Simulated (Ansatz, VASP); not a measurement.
# ScGa3 in VASP and in Ansatz

```
CELL_PARAMETERS angstrom
4.09500 0.00000 0.00000
0.00000 4.09500 0.00000
0.00000 0.00000 4.09500
ATOMIC_POSITIONS crystal
Sc 0.00000 0.00000 0.00000
Ga 0.00000 0.50000 0.50000
Ga 0.50000 0.00000 0.50000
Ga 0.50000 0.50000 0.00000
```

Alike in both runs: task single point; functional LDA; k mesh 4 × 4 × 4; occupations gaussian, width 0.1 eV; no spin polarisation.

|  | VASP | Ansatz |
| --- | --- | --- |
| version | VASP 6.6.1 | Ansatz 0.2.0 |
| potentials or method | VASP PAW LDA potentials, release 64 (Sc_sv, Ga_d), cutoff 500 eV | scalar-relativistic, plane waves, PAW |
| valence electrons in the cell | 50 | 50 |

Ansatz gave:

```
gap on the k mesh at the Fermi level (eV) : none
pressure (GPa)                            : -4.5
```

**Question.** Estimate VASP's values.

**Answer.** gap on the k mesh at the Fermi level (eV): none; pressure (GPa): -4.3.

LDA's correlation is that of Perdew and Zunger in VASP and of Perdew and Wang (1992) in Ansatz. A gap of «none» marks a metal or a gap that the smearing closes.

The k mesh is coarse, so the values compare programs but aren't converged.
